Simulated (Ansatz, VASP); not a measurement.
# NbN in VASP and in Ansatz

```
Nb N
1.0
     0.00000    2.16564    2.16564
     2.16564    0.00000    2.16564
     2.16564    2.16564    0.00000
Nb N
1 1
Cartesian
  2.1656 2.1656 2.1656
  0.0000 0.0000 0.0000
```

Alike in both runs: task single point; functional PBE; k mesh 16 × 16 × 16; occupations gaussian, width 0.1 eV; no spin polarisation.

```csv
,VASP,Ansatz
version,VASP 6.6.1,Ansatz 0.2.0
potentials or method,"VASP PAW PBE potentials, release 64 (Nb_sv, N), cutoff 600 eV","scalar-relativistic, plane waves, PAW"
valence electrons in the cell,18,18
```

```tsv
	VASP	Ansatz	Ansatz less VASP
gap on the k mesh at the Fermi level (eV)	none	none	-
pressure (GPa)	21.0	21.8	+0.78
```

A gap of «none» marks a metal or a gap that the smearing closes.
